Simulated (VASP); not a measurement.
Crystal: AlP.

```xyz
2
Lattice="0.0000 2.7534 2.7534 2.7534 0.0000 2.7534 2.7534 2.7534 0.0000" Properties=species:S:1:pos:R:3 pbc="T T T"
Al    0.0000    0.0000    0.0000
P     1.3767    1.3767    1.3767
```

* Program: VASP 6.6.1
* Task: relaxation of cell and atoms
* Functional: LDA
* Potentials or basis: VASP PAW LDA potentials, release 64 (Al, P)
* Cutoff: 500 eV
* k mesh: 8 × 8 × 8
* Occupations: fermi-dirac, width 0.02 eV
* Spin: no spin polarisation

At the start: pressure -3.3 GPa; volume 20.87 Å³/atom.

Task: How do energy, volume and symmetry change on relaxing?

Result: Over 3 steps the energy falls by 8.5 meV/atom and the volume is 20.07 Å³/atom (-3.9 %); space group F-43m (No. 216, to 0.05 Å).

Step by step:
```tsv
step	energy change (eV)	largest force (eV/Å)	pressure (GPa)	volume (Å³)
1	0.0000	0.0000	-3.28	41.75
2	-0.0109	0.0000	2.18	39.22
3	-0.0170	0.0000	0.00	40.14
```

Final structure:
```
Al P
1.0
     0.00000    2.71753    2.71753
     2.71753    0.00000    2.71753
     2.71753    2.71753    0.00000
Al P
1 1
Direct
  0.00000 0.00000 0.00000
  0.25000 0.25000 0.25000
```
